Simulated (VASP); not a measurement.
**Bi: single point with B3LYP5**

The system is Bi.

```
CELL_PARAMETERS angstrom
-1.95465 1.95465 1.95465
1.95465 -1.95465 1.95465
1.95465 1.95465 -1.95465
ATOMIC_POSITIONS crystal
Bi 0.00000 0.00000 0.00000
```

This isn't the form of Bi at room conditions, which is rhombohedral.

| Property | Result |
| --- | --- |
| Program | VASP 6.6.1 |
| Task | single point |
| Functional | B3LYP5 |
| Potentials or basis | VASP PAW PBE potentials, release 64 (Bi_d) |
| Cutoff | 520 eV |
| k mesh | 5 × 5 × 5 |
| Occupations | fermi-dirac, width 0.05 eV |
| Spin | no spin polarisation |
| Dipole correction | no |
| Grid for exact exchange (PRECFOCK) | Normal |
| Further INCAR settings | ALGO = Normal; EDIFF = 1e-06; NBANDS = 14 |
| Share of exact exchange | 0.2 |

```
Pressure               : 4.7 GPa
Band gap on the k mesh : zero (an odd number of electrons rules out a gap without spin polarisation)
```

Levels at points of the mesh, in eV from the Fermi level:
```tsv
k point	band 3	band 4	band 5	band 6	band 7	band 8	band 9	band 10	band 11	band 12
(0.00, 0.00, 0.00)	-25.19	-25.03	-25.03	-15.45	6.02	6.02	6.02	10.93	11.62	11.62
```

Run time: 19 min on 1 thread of Intel Xeon 8259CL (shared host), peak memory 0.14 GiB.

Caveat: the k points lie up to 0.45 Å⁻¹ apart, too coarse for converged energies and pressures of a metal; the PAW data sets were made with another functional, which shifts forces and pressure a little; spin-orbit coupling is left out, which moves the levels of the heavy elements.
